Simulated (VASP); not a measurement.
A run of VASP 6.6.1:

INCAR

```
SYSTEM = Re
ALGO     = Normal         ! electronic algorithm
DIPOL    = 0.5 0.5 0.500
EDIFF    = 1E-6           ! SCF threshold, eV
ENCUT    = 520            ! plane-wave cutoff, eV
GGA      = PE             ! functional
IDIPOL   = 3            
ISIF     = 2              ! what is computed and relaxed
ISMEAR   = -1             ! smearing method
LASPH    = .TRUE.         ! aspherical terms in the spheres
LCHARG   = .FALSE.        ! write CHGCAR
LDIPOL   = .TRUE.       
LREAL    = .FALSE.        ! projectors in reciprocal space
LWAVE    = .FALSE.        ! write WAVECAR
NBANDS   = 30             ! bands
NELM     = 60             ! most SCF steps
PREC     = Accurate       ! precision mode
SIGMA    = 0.05           ! smearing width, eV
```

KPOINTS

```
k-points
0
G
  14 14 1
  0 0 0
```

The input POSCAR:

```
Re
1.0
    2.7751003076      0.0000000000      0.0000000000
   -1.3875501538      2.4033073644      0.0000000000
    0.0000000000      0.0000000000     24.2093000000
Re
6
Direct
    0.8333333333      0.1666666667      0.2722437504
    0.1666666667      0.8333333333      0.3589505232
    0.8333333333      0.1666666667      0.4553392756
    0.1666666667      0.8333333333      0.5446607227
    0.8333333333      0.1666666667      0.6410494778
    0.1666666667      0.8333333333      0.7277562504
```

Potentials or basis: VASP PAW PBE potentials, release 64 (Re).

The run is started by

```sh
$ cat potpaw_PBE.64/Re/POTCAR > POTCAR
$ mpirun -np 1 vasp_std > vasp.out
```

Hardware: 1 thread of Intel(R) Xeon(R) Platinum 8488C (Sapphire Rapids), on a shared host.

Task: Estimate the wall time of this run.

Result: Run time: 4 min on 1 thread of Intel(R) Xeon(R) Platinum 8488C (Sapphire Rapids), on a shared host, peak memory 0.33 GiB. Counts: scf iterations 32, k points 24.
